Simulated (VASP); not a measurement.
Write the native input for VASP 6.6.1 that does the following.

```
Task                   : single point
Functional             : PBEsol
Potentials or basis    : VASP PAW PBE potentials, release 64 (Al, Ga_d, As)
Cutoff                 : 500 eV
k mesh                 : 4 × 4 × 4
Occupations            : gaussian, width 0.1 eV
Spin                   : no spin polarisation
Dipole correction      : no
Further INCAR settings : ALGO = Normal; EDIFF = 1e-06; NBANDS = 41
```

The structure of AlGa3As4 lies in POSCAR:

```
AlGa3As4
1.0
    5.6554750000      0.0000000000      0.0000000000
    0.0000000000     -5.6554750000      0.0000000000
    0.0000000000      0.0000000000     -5.6554750000
Al Ga As
1 3 4
Direct
    0.0000000000      0.5000000000      0.5000000000
    0.5000000000      0.0000000000      0.5000000000
    0.5000000000      0.5000000000      0.0000000000
    0.0000000000      0.0000000000      0.0000000000
    0.2500000000      0.2500000000      0.2500000000
    0.7500000000      0.7500000000      0.2500000000
    0.7500000000      0.2500000000      0.7500000000
    0.2500000000      0.7500000000      0.7500000000
```

One way to write it, as run:

INCAR

```
SYSTEM = AlGa3As4
ALGO = Normal
EDIFF = 1E-6
ENCUT = 500
GGA = PS
GGA_COMPAT = .FALSE.
ISIF = 2
ISMEAR = 0
LASPH = .TRUE.
LCHARG = .TRUE.
LELF = .TRUE.
LREAL = .FALSE.
LVHAR = .TRUE.
LWAVE = .FALSE.
NBANDS = 41
NELM = 120
PREC = Accurate
SIGMA = 0.1
```

KPOINTS

```
k-points
0
G
  4 4 4
  0 0 0
```

Potentials or basis: VASP PAW PBE potentials, release 64 (Al, Ga_d, As).

Launch:

```bash
$ cat potpaw_PBE.64/Al/POTCAR potpaw_PBE.64/Ga_d/POTCAR potpaw_PBE.64/As/POTCAR > POTCAR
$ mpirun -np 1 vasp_std > vasp.out
```

Results of the run:

The pressure is 0.4 GPa and the band gap on the k mesh is 0.79 eV, direct.

Caveat: the PAW data sets were made with another functional, which shifts forces and pressure a little.

Run time: 86 s on 1 thread of Intel Xeon 8259CL (shared host), peak memory 0.29 GiB.
